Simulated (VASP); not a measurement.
Write the native input for VASP 6.6.1 that does the following.

```
Task                   : single point
Functional             : r2SCAN
Potentials or basis    : VASP PAW PBE potentials, release 64 (Na_pv, H)
Cutoff                 : 520 eV
k mesh                 : 10 × 10 × 10
Occupations            : gaussian, width 0.05 eV
Spin                   : no spin polarisation
Dipole correction      : no
Further INCAR settings : ALGO = Normal; EDIFF = 1e-07; NBANDS = 11
```

The system is NaH.

```
Na H
1.0
     2.95512    0.00000    0.00000
     0.00000    2.95512    0.00000
     0.00000    0.00000    2.95512
Na H
1 1
Direct
  0.00000 0.00846 0.00000
  0.50000 0.50000 0.50000
```

This cell differs from its parent crystal: all Na atoms moved +0.025 Å, as atom 1 along Cartesian [0 1 0].

One way to write it, as run:

POSCAR

```
NaH
1.0
    2.9551240000      0.0000000000      0.0000000000
    0.0000000000      2.9551240000      0.0000000000
    0.0000000000      0.0000000000      2.9551240000
Na H
1 1
Direct
    0.0000000000      0.0084598819      0.0000000000
    0.5000000000      0.5000000000      0.5000000000
```

INCAR.step1

```
SYSTEM = NaH
  PREC = Accurate
  ENCUT = 520
  ISMEAR = 0
  SIGMA = 0.05
  LREAL = .FALSE.
  LASPH = .TRUE.
  NELM = 80
  NBANDS = 11
  GGA = PE
  ALGO = Normal
  EDIFF = 1E-4
  LWAVE = .TRUE.
  LCHARG = .FALSE.
```

INCAR.step2

```
SYSTEM = NaH
  PREC = Accurate
  ENCUT = 520
  EDIFF = 1E-7
  ISMEAR = 0
  SIGMA = 0.05
  LREAL = .FALSE.
  LASPH = .TRUE.
  NELM = 80
  ALGO = Normal
  ISIF = 2
  LWAVE = .FALSE.
  LCHARG = .FALSE.
  METAGGA = R2SCAN
  LMIXTAU = .TRUE.
  NBANDS = 11
  ISTART = 1
```

KPOINTS

```
Automatic mesh
0
G
  10 10 10
  0 0 0
```

Potentials or basis: VASP PAW PBE potentials, release 64 (Na_pv, H).

Launch:

```sh
$ cat potpaw_PBE.64/Na_pv/POTCAR potpaw_PBE.64/H/POTCAR > POTCAR
$ cp INCAR.step1 INCAR
$ mpirun -np 1 vasp_std > vasp.out
$ cp INCAR.step2 INCAR
$ mpirun -np 1 vasp_std > vasp.out
```

Results of the run:

```yaml
Pressure: -0.8 GPa
Largest_force: 0.022 eV/Å
Band_gap_on_the_k_mesh: 1.60 eV, indirect (least direct gap 5.10 eV)
```

Caveat: the cell differs from its parent crystal (all Na atoms moved +0.025 Å, as atom 1 along Cartesian [0 1 0]); the PAW data sets were made with another functional, which shifts forces and pressure a little.

Run time: 31 s on 1 thread of Intel(R) Xeon(R) 6975P-C (Granite Rapids), with other jobs on the host, peak memory 0.16 GiB.
